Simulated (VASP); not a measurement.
# Cs: single point with PBE

The system is Cs.

```
Cs
1.0
    -3.07716    3.07716    3.07716
     3.07716   -3.07716    3.07716
     3.07716    3.07716   -3.07716
Cs
1
Direct
  0.00000 0.00000 0.00000
```

```json
{"Program": "VASP 6.6.1", "Task": "single point", "Functional": "PBE", "Potentials or basis": "VASP PAW PBE potentials, release 64 (Cs_sv)", "Cutoff": "520 eV", "k mesh": "10 × 10 × 10", "Occupations": "fermi-dirac, width 0.05 eV", "Spin": "non-collinear spin, zero start, spin-orbit coupling", "Starting moments": "[[0.0, 0.0, 0.0]] μB"}
```

The pressure is 0.0 GPa, the net moment is 0.00 μB per cell and the valence electrons inside the program's atomic spheres are Cs 6.54.

Moments on the atoms (μB; x, y, z):
```
Cs  0.00 0.00 0.00
```

Run time: 93 s on 1 thread of Intel(R) Xeon(R) 6975P-C (Granite Rapids), with other jobs on the host, peak memory 0.55 GiB.
